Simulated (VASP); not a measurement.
Input of a VASP 6.6.1 run:

INCAR

```
SYSTEM = GaN
  PREC = Accurate
  ENCUT = 520
  EDIFF = 1E-6
  ISMEAR = 0
  SIGMA = 0.05
  LREAL = .FALSE.
  LASPH = .TRUE.
  NELM = 100
  ALGO = Normal
  ISIF = 2
  LWAVE = .FALSE.
  LCHARG = .FALSE.
  NBANDS = 46
```

The input KPOINTS:

```
regular mesh
0
G
  8 6 6
  0 0 0
```

The input POSCAR:

```
GaN
1.0
   -3.1515767111      0.0000000000      0.0000000000
    0.0000000000      0.0000000000     -5.1382481593
    0.0000000000     -5.4586909876      0.0000000000
Ga N
4 4
Direct
    0.5000000000     -0.0015660736      0.1699315698
    0.0000000000     -0.0041472429      0.6634079532
    0.0000000000      0.4958527571      0.3365920468
    0.5000000000      0.4984339264      0.8300684302
    0.5000000000      0.6414101574      0.1671576037
    0.0000000000      0.6426079463      0.6662137949
    0.0000000000      0.1426079463      0.3337862051
    0.5000000000      0.1414101574      0.8328423963
```

Potentials or basis: VASP PAW LDA potentials, release 64 (Ga_d, N).

The run is started by

```console
$ cat potpaw_LDA.64/Ga_d/POTCAR potpaw_LDA.64/N/POTCAR > POTCAR
$ mpirun -np 1 vasp_std > vasp.out
```

Task: Estimate the largest force.

Result: 2.143 eV/Å.

Task: What does it give for the pressure?

Result: 2.6 GPa.

Forces on the atoms (eV/Å):
```
Ga   0.000  0.398 -1.583
Ga   0.000 -0.400 -2.106
Ga   0.000  0.400 -2.106
Ga   0.000 -0.398 -1.583
N    0.000 -0.003  1.732
N    0.000 -0.008  1.957
N    0.000  0.008  1.957
N    0.000  0.003  1.732
```

Caveat: the cell differs from its parent crystal (atoms displaced along several vibrational modes); the stress differs along the axes, from -3 to 14 GPa; forces of over 1 eV/Å act on the atoms, so gaps and moduli don't describe the material at rest.
